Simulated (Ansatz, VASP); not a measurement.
## Two plane-wave programs on AlP

```
Al P
1.0
     0.00000    2.72550    2.72550
     2.72550    0.00000    2.72550
     2.72550    2.72550    0.00000
Al P
1 1
Direct
  0.00000 0.00000 0.00000
  0.25000 0.25000 0.25000
```

Alike in both runs: task single point; functional PBE; k mesh 10 × 10 × 10; no spin polarisation.

|  | VASP | Ansatz |
| --- | --- | --- |
| version | VASP 6.6.1 | Ansatz 0.2.0 |
| potentials or method | VASP PAW PBE potentials, release 64 (Al, P) | plane waves, PAW |
| plane-wave cutoff (eV) | 500 | 420 |
| occupations | gaussian, width 0.01 eV | fixed |
| valence electrons in the cell | 8 | 8 |

```csv
,VASP,Ansatz,Ansatz less VASP
gap on the k mesh at the Fermi level (eV),1.57,1.57,+0.002
```
